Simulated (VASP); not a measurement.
# Sr13Li7Mg4 in VASP: notebook

The runs below take Sr13Li7Mg4 through single point, with PBE.

Everything below comes from runs of VASP 6.6.1. Logs are shortened: lines on timing, memory, paths and dates and some standing lists are left out, and cuts for length are marked.

## 1. The cell of the first run

The cell holds a disordered packing, 24 atoms: a = 9.875 Å, b = 10.258 Å, c = 9.997 Å, α = 85.46°, β = 90.35°, γ = 91.64°.

## 2. Single point, PBE

File INCAR:

```
PREC = Accurate
ENCUT = 520
EDIFF = 1E-7
ISMEAR = -1
SIGMA = 0.05
LREAL = Auto
LASPH = True
NELM = 60
ALGO = Normal
ISIF = 2
LWAVE = False
LCHARG = False
GGA = PE
ISYM = 0
NBANDS = 98
```

File KPOINTS:

```
Automatic mesh
0
Gamma
  1 1 1
  0.25 0.25 0.25
```

File POSCAR:

```
Sr13Li7Mg4
1.0
    9.8738250000     -0.1431370000     -0.0271780000
   -0.1431370000     10.2495160000      0.4011450000
   -0.0271780000      0.4011450000      9.9890070000
Sr Li Mg
13 7 4
Direct
    0.0332405040      0.8271830472      0.5626396164
    0.4171141057      0.2981712322      0.4341139643
    0.1235820379      0.4432432441      0.5920563377
    0.7157761494      0.9145458196      0.2028145422
    0.4380858718      0.5897997524      0.1181126488
    0.3086643305      0.9335971731      0.2418604813
    0.3737431890      0.0681792276      0.8266197867
    0.0691527728      0.1663964174      0.3187465324
    0.0431979960      0.8306156399      0.9796755297
    0.0582417052      0.4312001721      1.0049196181
    0.7100188015      0.2914772258      0.1299292572
    0.5511933485      0.6332646944      0.4924591971
    0.9762598053      0.1608220022      0.7552760597
    0.7261364218      0.0662656034      0.4830338812
    0.6204495300      0.6875466812      0.8593241214
    0.7873206941      0.4795246753      0.8143361874
    0.7073177559      0.8899856650      0.7117103014
    0.8615939476      0.5369761852      0.3271285212
    0.1026641590      0.6408752374      0.2600257773
    0.6961855288      0.2053837504      0.7946524881
    0.4817785264      0.4275787995      0.8257602261
    0.7721820917      0.3537889968      0.5307802545
    0.3380275378      0.2651680464      0.0873278071
    0.3247836476      0.7226927878      0.7797785477
```

Potentials or basis: VASP PAW PBE potentials, release 64 (Sr_sv, Li_sv, Mg).

The run is started by

```bash
> cat potpaw_PBE.64/Sr_sv/POTCAR potpaw_PBE.64/Li_sv/POTCAR potpaw_PBE.64/Mg/POTCAR > POTCAR
> mpirun -np 1 vasp_std > vasp.out
```

OUTCAR:

```text
PREC = Accurate
   ENCUT = 520
   EDIFF = 1E-7
   ISMEAR = -1
   LREAL = Auto
   LASPH = True
   NELM = 60
   ISIF = 2
   GGA = PE
   ISYM = 0

 ion  position               nearest neighbor table
   1  0.033  0.827  0.563-  17 3.65  24 3.73  19 3.78   3 4.05   8 4.10  13 4.11   9 4.17   6 4.27
                             4 4.80   7 4.98
   2  0.417  0.298  0.434-  23 3.59  22 3.67   3 3.71  12 3.74   8 3.86   5 4.18  11 4.22  21 4.27
                             7 4.43   6 4.44
   3  0.124  0.443  0.592-  13 3.49  22 3.62   2 3.71  19 3.76  18 3.78  24 4.02   1 4.05   8 4.12
                            10 4.17  21 4.23  12 4.68   7 5.04
   4  0.716  0.915  0.203-  14 3.31  11 3.88   6 4.05   9 4.09  12 4.22   5 4.39   8 4.48   1 4.80

   5  0.438  0.590  0.118-  15 3.24  23 3.48  21 3.51  19 3.68  24 3.72  12 3.95   6 4.07  11 4.12
                             2 4.18  10 4.23   4 4.39   9 4.81
   6  0.309  0.934  0.242-   8 3.54  19 3.57  23 3.63   9 3.88   4 4.05   5 4.07   1 4.27   7 4.32
                             2 4.44  12 4.54
   7  0.374  0.068  0.827-  23 3.45  20 3.45  24 3.63  21 3.81  13 4.11   9 4.24   6 4.32   2 4.43
                             1 4.98   3 5.04  11 5.10
   8  0.069  0.166  0.319-   6 3.54  23 3.60  14 3.85   2 3.86  10 3.99   1 4.10   3 4.12  11 4.19
                            22 4.22  13 4.46   4 4.48   9 5.02
   9  0.043  0.831  0.980-  19 3.34  24 3.68   6 3.88  13 3.98   4 4.09  10 4.09   1 4.17   7 4.24
                             5 4.81   8 5.02
  10  0.058  0.431  0.005-  16 3.30  23 3.35  19 3.48  11 3.86  13 3.94   8 3.99   9 4.09   3 4.17
                             5 4.23
  11  0.710  0.291  0.130-  20 3.53  18 3.61  16 3.64  23 3.70  10 3.86   4 3.88  21 3.96   5 4.12
                            22 4.15   8 4.19   2 4.22  13 4.88   7 5.10
  12  0.551  0.633  0.492-  22 3.65  18 3.69   2 3.74  15 3.81  24 3.83  17 3.84  21 3.85   5 3.95
                             4 4.22   6 4.54   3 4.68
  13  0.976  0.161  0.755-  20 2.85   3 3.49  22 3.53  14 3.83  17 3.84  10 3.94   9 3.98   7 4.11
                             1 4.11   8 4.46  11 4.88
  14  0.726  0.066  0.483-  22 3.05   4 3.31  13 3.83   8 3.85
  15  0.620  0.688  0.859-  17 2.58  21 3.00  24 3.05   5 3.24  12 3.81
  16  0.787  0.480  0.814-  21 3.05  10 3.30  11 3.64
  17  0.707  0.890  0.712-  15 2.58   1 3.65  13 3.84  12 3.84
  18  0.862  0.537  0.327-  22 2.79  11 3.61  12 3.69   3 3.78
  19  0.103  0.641  0.260-   9 3.34  10 3.48   6 3.57   5 3.68   3 3.76   1 3.78
  20  0.696  0.205  0.795-  13 2.85  22 3.03   7 3.45  11 3.53
  21  0.482  0.428  0.826-  15 3.00  16 3.05  23 3.29  24 3.44   5 3.51   7 3.81  12 3.85  11 3.96
                             3 4.23   2 4.27
  22  0.772  0.354  0.531-  18 2.79  20 3.03  14 3.05  13 3.53   3 3.62  12 3.65   2 3.67  11 4.15
                             8 4.22
  23  0.338  0.265  0.087-  21 3.29  10 3.35   7 3.45   5 3.48   2 3.59   8 3.60   6 3.63  11 3.70

  24  0.325  0.723  0.780-  15 3.05  21 3.44   7 3.63   9 3.68   5 3.72   1 3.73  12 3.83   3 4.02

IMPORTANT INFORMATION: All symmetrisations will be switched off!
NOSYMM: (Re-)initialisation of all symmetry stuff for point group C_1.

----------------------------------------------------------------------------------------

                                     Primitive cell

  volume of cell :    1009.1088

  direct lattice vectors                    reciprocal lattice vectors
     9.873825000 -0.143137000 -0.027178000     0.101298860  0.001406086  0.000219146
    -0.143137000 10.249516000  0.401145000     0.001406086  0.097738688 -0.003921228
    -0.027178000  0.401145000  9.989007000     0.000219146 -0.003921228  0.100268118

  length of vectors
     9.874899846 10.258361650  9.997095418     0.101308855  0.097827420  0.100345003

  position of ions in fractional coordinates (direct lattice)
     0.033240504  0.827183047  0.562639616
     0.417114106  0.298171232  0.434113964
     0.123582038  0.443243244  0.592056338
     0.715776149  0.914545820  0.202814542
     0.438085872  0.589799752  0.118112649
     0.308664331  0.933597173  0.241860481
[... 16 lines left out ...]
     0.338027538  0.265168046  0.087327807
     0.324783648  0.722692788  0.779778548

  ion indices of the primitive-cell ions
   primitive index   ion index
                 1           1
                 2           2
                 3           3
                 4           4
                 5           5
                 6           6
[... 16 lines left out ...]
                23          23
                24          24

----------------------------------------------------------------------------------------

 KPOINTS: Automatic mesh

Automatic generation of k-mesh.
 Grid dimensions read from file:
 generate k-points for:    1    1    1

 Generating k-lattice:

  Cartesian coordinates                     Fractional coordinates (reciprocal lattice)
     0.101298860  0.001406086  0.000219146     1.000000000  0.000000000  0.000000000
     0.001406086  0.097738688 -0.003921228     0.000000000  1.000000000  0.000000000
     0.000219146 -0.003921228  0.100268118     0.000000000  0.000000000  1.000000000

  Length of vectors
     0.101308855  0.097827420  0.100345003

  Shift w.r.t. Gamma in fractional coordinates (k-lattice)
     0.250000000  0.250000000  0.250000000

 Subroutine IBZKPT returns following result:
 ===========================================

 Found      1 irreducible k-points:

 Following reciprocal coordinates:
            Coordinates               Weight
  0.250000  0.250000  0.250000      2.000000
   k-points           NKPTS =      1   k-points in BZ     NKDIM =      1   number of bands    NBANDS=     98
   number of dos      NEDOS =    301   number of ions     NIONS =     24
   total plane-waves  NPLWV = 512000
   dimension x,y,z NGX =    80 NGY =   80 NGZ =   80
   dimension x,y,z NGXF=   160 NGYF=  160 NGZF=  160
   ions per type =              13   7   4
   NGX,Y,Z   is equivalent  to a cutoff of  13.47, 12.96, 13.30 a.u.
   NGXF,Y,Z  is equivalent  to a cutoff of  26.94, 25.93, 26.61 a.u.
 SYSTEM =  unknown system
   PREC   = accura    normal or accurate (medium, high low for compatibility)
   ISTART =      0    job   : 0-new  1-cont  2-samecut
   ICHARG =      2    charge: 1-file 2-atom 10-const
   ISPIN  =      1    spin polarized calculation?
   LNONCOLLINEAR =      F non collinear calculations
   LSORBIT =      F    spin-orbit coupling
   LASPH  =      T    aspherical Exc in radial PAW
   ENCUT  =  520.0 eV  38.22 Ry    6.18 a.u.  18.36 19.07 18.59*2*pi/ulx,y,z
   NELM   =     60;   NELMIN=  2; NELMDL= -5     # of ELM steps
   EDIFF  = 0.1E-06   stopping-criterion for ELM
   LREAL  =      T    real-space projection
   EDIFFG = 0.1E-05   stopping-criterion for IOM
   NSW    =      0    number of steps for IOM
   IBRION =     -1    ionic relax: 0-MD 1-quasi-New 2-CG
   NFREE  =      0    steps in history (QN), initial steepest desc. (CG)
   ISIF   =      2    stress and relaxation
   ISYM   =      0    0-nonsym 1-usesym 2-fastsym
   POTIM  = 0.5000    time-step for ionic-motion
   TEBEG  =    0.0;   TEEND  =   0.0 temperature during run
   PSTRESS=    0.0 pullay stress
   NELECT =     159.0000    total number of electrons
   NUPDOWN=      -1.0000    fix difference up-down
   EMIN   =  10.00;   EMAX   =-10.00  energy-range for DOS
   EFERMI =   0.00;   METHOD = LEGACY
   ISMEAR =    -1;   SIGMA  =   0.05  broadening in eV -4-tet -1-fermi 0-gaus
   EFERMI_NEDOS =   21; number of points for ismear=-14 and -15
   IALGO  =     38    algorithm
   IMIX   =      4    mixing-type and parameters
     AMIX     =   0.40;   BMIX     =  1.00
     AMIX_MAG =   1.60;   BMIX_MAG =  1.00
  volume/ion in A,a.u.               =      42.05       283.74
  Fermi-wavevector in a.u.,A,eV,Ry     =   0.884222  1.670937 10.637690  0.781848
  Thomas-Fermi vector in A             =   2.005093
   LORBIT       =      0    0 simple, 1 ext, 2 COOP (PROOUT), +10 PAW based schemes
   GGA     = PE    functional components
   LHFCALC =     F    Hartree Fock is set to
   AEXX    =    0.0000 exact exchange contribution
   IVDW    =     0    specifies the selected vdW correction
   LEPSILON=     F    determine dielectric tensor
   LRPA    =     F    only Hartree local field effects (RPA)
 non-spin polarized calculation
  energy-cutoff  :      520.00
  volume of cell :     1009.11
 maximum number of plane-waves:     27177
 NGX is ok and might be reduce to    80
   NGX = 37   NGY = 39   NGZ = 37

 number of electron     158.9999998 magnetization

 Free energy of the ion-electron system (eV)
  ---------------------------------------------------
  ext. energy  EPLUGINS =         0.00000000
  ---------------------------------------------------
  free energy    TOTEN  =       -36.62184674 eV

  energy without entropy =      -36.40362738  energy(sigma->0) =      -36.51273706

 E-fermi :   1.2242     XC(G=0):  -7.2100

 val. band max:        1.1496819814   @ k =   0.2500   0.2500   0.2500
 cond. band min:       1.2343782327   @ k =   0.2500   0.2500   0.2500
 fundamental gap:      0.0846962513
 Fermi energy:         1.2241587767

 k-point     1 :       0.2500    0.2500    0.2500
  band No.  band energies     occupation
      1     -45.8933      2.00000
      2     -45.7351      2.00000
      3     -45.6969      2.00000
      4     -45.6593      2.00000
      5     -45.6429      2.00000
      6     -45.6138      2.00000
[... 83 lines left out ...]
     90       1.9383      0.00000
     91       1.9678      0.00000
 [bands above 91 left out]

------------------------ aborting loop because EDIFF is reached ----------------------------------------

  FORCE on cell =-STRESS in cart. coord.  units (eV):
  Direction    XX          YY          ZZ          XY          YZ          ZX
  --------------------------------------------------------------------------------------
  -------------------------------------------------------------------------------------
  Total        1.2649566      3.4228877     -3.0738256     -1.7566589     -3.8955635     -5.1146776
  in kB        2.0083907      5.4345708     -4.8803596     -2.7890739     -6.1850452     -8.1206513
  external PRESSURE =       0.8542006 kB  Pullay stress =       0.0000000 kB

 VOLUME and BASIS-vectors are now :
 -----------------------------------------------------------------------------
  energy-cutoff  :      520.00
  volume of cell :     1009.11
      direct lattice vectors                 reciprocal lattice vectors
     9.873825000 -0.143137000 -0.027178000     0.101298860  0.001406086  0.000219146
    -0.143137000 10.249516000  0.401145000     0.001406086  0.097738688 -0.003921228
    -0.027178000  0.401145000  9.989007000     0.000219146 -0.003921228  0.100268118

 POSITION                                       TOTAL-FORCE (eV/Angst)
 -----------------------------------------------------------------------------------
      0.19452      8.69917      5.95113        -0.125245     -0.126301     -0.137101
      4.06403      3.17055      4.44464         0.470938     -0.600976      0.054485
      1.14069      4.76284      6.08850         0.159510      0.919672     -0.004230
      6.93103      9.35256      2.37333         0.237390     -0.435171     -0.298829
      4.23795      6.02984      1.40452        -0.239254      0.139978      0.043817
      2.90749      9.62176      2.78206         0.594221     -0.322425      0.201718
[... 16 lines left out ...]
      3.29730      2.70449      0.96950         0.189479     -0.226463      0.031850
      3.08222      7.67357      8.07029        -0.056886     -0.250211     -0.060457
 -----------------------------------------------------------------------------------
    total drift:                               -0.003022     -0.000238     -0.011023

  FREE ENERGIE OF THE ION-ELECTRON SYSTEM (eV)
  ---------------------------------------------------
  free  energy   TOTEN  =       -36.6218467384 eV

  energy  without entropy=      -36.4036273814  energy(sigma->0) =      -36.51273706
```

Wall time 7.8 min (1 thread of Oxide Virtual Turin-like, shared host); peak memory 0.92 GiB.

What came out:

| Property | Result |
| --- | --- |
| Free energy | -36.6218 eV |
| Largest force | 0.952 eV/Å |
| Band gap on the k mesh | zero (an odd number of electrons rules out a gap without spin polarisation) |

Forces on the atoms (eV/Å):
```
Sr  -0.125 -0.126 -0.137
Sr   0.471 -0.601  0.054
Sr   0.160  0.920 -0.004
Sr   0.237 -0.435 -0.299
Sr  -0.239  0.140  0.044
Sr   0.594 -0.322  0.202
Sr   0.154 -0.185 -0.273
Sr  -0.879  0.351  0.097
Sr  -0.276 -0.072 -0.248
Sr   0.438  0.313 -0.023
Sr  -0.413  0.181  0.084
Sr   0.093  0.591  0.553
Sr   0.342 -0.760  0.055
Li  -0.022  0.178  0.158
Li   0.123 -0.016  0.162
Li  -0.044  0.068 -0.331
Li   0.029  0.355  0.049
Li  -0.197  0.175 -0.230
Li   0.381 -0.037  0.259
Li  -0.723  0.048  0.008
Mg  -0.177 -0.150 -0.151
Mg  -0.060 -0.136 -0.003
Mg   0.189 -0.226  0.032
Mg  -0.057 -0.250 -0.060
```

Caveat: the k points lie up to 0.64 Å⁻¹ apart, too coarse for converged energies and pressures of a metal; the cutoff is under 1.25 times the usual one of these potentials, so pressure, stress and relaxed cells hold a basis-set (Pulay) error; the atoms stand as in a frame of molecular dynamics.

## 3. Single point, PBE

File INCAR:

```
ALGO = Normal
EDIFF = 1E-7
ENCUT = 520
GGA = PE
ISIF = 2
ISMEAR = -1
ISYM = 0
LASPH = T
LCHARG = F
LREAL = Auto
LWAVE = F
NBANDS = 98
NELM = 60
PREC = Accurate
SIGMA = 0.05
```

KPOINTS is that of step 2.

File POSCAR:

```
Sr13Li7Mg4
1.0
    9.8738250000     -0.1431370000     -0.0271780000
   -0.1431370000     10.2495160000      0.4011450000
   -0.0271780000      0.4011450000      9.9890070000
Sr Li Mg
13 7 4
Direct
    0.0338744879      0.8259936595      0.5618703055
    0.4123084032      0.2919824077      0.4373586318
    0.1230978128      0.4470406559      0.5890500856
    0.7134305352      0.9137987444      0.2060064447
    0.4438453098      0.5944104206      0.1183601192
    0.3109081661      0.9298090165      0.2458514269
    0.3713575171      0.0677355108      0.8285627383
    0.0685145328      0.1700703308      0.3104772301
    0.0412765138      0.8274710804      0.9777888760
    0.0582713045      0.4325454312      0.0007141111
    0.7099936336      0.2919581894      0.1303948069
    0.5558074991      0.6365517660      0.4954694874
    0.9709339270      0.1605792353      0.7581077363
    0.7179321273      0.0682960372      0.4786407043
    0.6325320969      0.6857638444      0.8607716683
    0.7832198917      0.4811953229      0.7959854520
    0.6995558122      0.9094013086      0.7174439601
    0.8467241835      0.5418793090      0.3145718182
    0.0936500285      0.6432045521      0.2597550418
    0.6656888331      0.2208016097      0.7946928688
    0.4876119950      0.4333625991      0.8088631912
    0.7654914664      0.3432149329      0.5273759016
    0.3471394983      0.2618410551      0.0866330685
    0.3250420599      0.7175584873      0.7873371191
```

Potentials or basis: VASP PAW PBE potentials, release 64 (Sr_sv, Li_sv, Mg).

The run is started by

```bash
> cat potpaw_PBE.64/Sr_sv/POTCAR potpaw_PBE.64/Li_sv/POTCAR potpaw_PBE.64/Mg/POTCAR > POTCAR
> mpirun -np 1 vasp_std > vasp.out
```

Run time: 7.6 min. Hardware: 1 thread of Oxide Virtual Turin-like, shared host; peak memory 0.95 GiB.

It converged, with:

- Free energy: -36.9780 eV
- Largest force: 0.921 eV/Å
- Band gap on the k mesh: zero (an odd number of electrons rules out a gap without spin polarisation)

Forces on the atoms (eV/Å):
```
Sr  -0.187 -0.016 -0.080
Sr   0.581 -0.444  0.038
Sr   0.066  0.796 -0.005
Sr   0.310 -0.393 -0.370
Sr  -0.280 -0.049  0.014
Sr   0.474 -0.262  0.181
Sr   0.007 -0.287 -0.279
Sr  -0.884  0.235  0.109
Sr  -0.272 -0.016 -0.200
Sr   0.473  0.331 -0.033
Sr  -0.363  0.157  0.036
Sr   0.035  0.475  0.482
Sr  -0.022 -0.645  0.064
Li  -0.016  0.099  0.171
Li   0.128  0.102  0.111
Li   0.174  0.029 -0.228
Li   0.015  0.209  0.082
Li  -0.166  0.101 -0.086
Li   0.381 -0.071  0.244
Li  -0.089 -0.129 -0.088
Mg  -0.472 -0.047  0.104
Mg   0.059  0.093 -0.135
Mg   0.091 -0.064  0.012
Mg  -0.043 -0.205 -0.142
```

Levels at points of the mesh, in eV from the Fermi level:
```csv
k point,band 75,band 76,band 77,band 78,band 79,band 80,band 81,band 82,band 83,band 84
"(0.25, 0.25, 0.25)",-0.47,-0.39,-0.31,-0.15,-0.07,0.02,0.06,0.13,0.21,0.30
```

Caveat: the k points lie up to 0.64 Å⁻¹ apart, too coarse for converged energies and pressures of a metal; the cutoff is under 1.25 times the usual one of these potentials, so pressure, stress and relaxed cells hold a basis-set (Pulay) error; the atoms stand as in a frame of molecular dynamics.

[end of part 1 of 2]

The gap in the log of VASP goes by the Fermi energy; the results here count the filled bands.